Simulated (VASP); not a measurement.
Here is a VASP 6.6.1 calculation.

The input INCAR:

```
PREC = Accurate ; ENCUT = 520
EDIFF = 1E-8 ; ISMEAR = 0
SIGMA = 0.01 ; LREAL = F
LASPH = T ; NELM = 80
ALGO = Normal ; ISIF = 2
LWAVE = F ; LCHARG = F
GGA = PS ; LEPSILON = T
```

File KPOINTS:

```
regular mesh
0
Gamma
  12 12 4
```

POSCAR

```
ZnO
1.0
    3.2879670000      0.0000000000      0.0000000000
   -1.6439840000      2.8474630000      0.0000000000
    0.0000000000      0.0000000000      7.1304410000
Zn O
2 2
Direct
    0.0000000000      0.0000000000      0.7500000000
    0.0000000000      0.0000000000      0.2500000000
    0.3333333333      0.6666666667      0.2500000000
    0.6666666667      0.3333333333      0.7500000000
```

Potentials or basis: VASP PAW PBE potentials, release 64 (Zn, O).

Command:

```sh
$ cat potpaw_PBE.64/Zn/POTCAR potpaw_PBE.64/O/POTCAR > POTCAR
$ mpirun -np 1 vasp_std > vasp.out
```

What does it give for the electronic dielectric tensor (diagonal)?

5.74, 5.74, 2.91.

Estimate the Born charges (mean of the diagonal).

Zn +1.99; O -1.99 e.

Estimate the band gap on the k mesh.

0.75 eV.

Born effective charge tensors (e):
atom 1, Zn
```
2.56 0.00 0.00
0.00 2.56 0.00
0.00 0.00 0.87
```
atom 2, Zn
```
2.56 0.00 0.00
0.00 2.56 0.00
0.00 0.00 0.87
```
atom 3, O
```
-2.56  0.00  0.00
 0.00 -2.56  0.00
 0.00  0.00 -0.87
```
atom 4, O
```
-2.56  0.00  0.00
 0.00 -2.56  0.00
 0.00  0.00 -0.87
```

Caveat: semilocal functionals underestimate gaps, and a narrow one can read as zero. A k mesh can miss the band edges.
